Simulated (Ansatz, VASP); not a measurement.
## Two plane-wave programs on TaBi

File INCAR:

```
SYSTEM = TaBi
  PREC = Accurate
  ENCUT = 600
  EDIFF = 1E-7
  ISMEAR = -1
  SIGMA = 0.08
  LREAL = .FALSE.
  LASPH = .TRUE.
  NELM = 60
  ALGO = Normal
  ISIF = 3
  LWAVE = .FALSE.
  LCHARG = .FALSE.
  IBRION = 2
  NSW = 60
  EDIFFG = -0.005
```

KPOINTS

```
Automatic mesh
0
G
  11 11 11
  0 0 0
```

Contents of POSCAR:

```
TaBi
1.0
    0.0000000000      2.9700087180      2.9700087180
    2.9700087180      0.0000000000      2.9700087180
    2.9700087180      2.9700087180      0.0000000000
Ta Bi
1 1
Direct
    0.0000000000      0.0000000000      0.0000000000
    0.5000000000      0.5000000000      0.5000000000
```

Input for Ansatz:

```yaml
crystal:
  lattice:
    - [0.0, 2.970008718, 2.970008718]
    - [2.970008718, 0.0, 2.970008718]
    - [2.970008718, 2.970008718, 0.0]
  atoms:
    - { symbol: Ta, position: [0.0, 0.0, 0.0] }
    - { symbol: Bi, position: [0.5, 0.5, 0.5] }
kpoints:
  mp_grid: { grid: [11, 11, 11] }
scf:
  occupations: { method: fermi_dirac, width: 0.08 }
hamiltonian:
  xc: lda
  pseudopotentials: { kind: paw }
output:
  forces: true
  stress: true
  write_density: true
  write_potential: true
  elf: true
  volumetric_format: npy
relax:
  f_tol: 0.005
  max_steps: 40
  cell: {}
```

Alike in both runs: task relaxation of cell and atoms; functional LDA; k mesh 11 × 11 × 11; occupations fermi-dirac, width 0.08 eV; no spin polarisation.

|  | VASP | Ansatz |
| --- | --- | --- |
| version | VASP 6.6.1 | Ansatz 0.2.0 |
| potentials or method | VASP PAW LDA potentials, release 64 (Ta_pv, Bi_d) | PAW with Ansatz's default frozen-core files, scalar-relativistic |
| plane-wave cutoff (eV) | 600 | 420 |
| valence electrons in the cell | 26 | 28 |

```csv
,VASP,Ansatz,Ansatz less VASP
relaxed volume (Å³/atom),23.23,23.17,-0.064
relaxed cell length with the largest relative difference (Å),4.035,4.032,-0.0037
```

LDA's correlation is that of Perdew and Zunger in VASP and of Perdew and Wang (1992) in Ansatz. VASP's potentials hold 26 valence electrons a cell and Ansatz's 28, so a difference there can come from the potentials and not from the codes.

Neither program's run includes spin-orbit coupling.
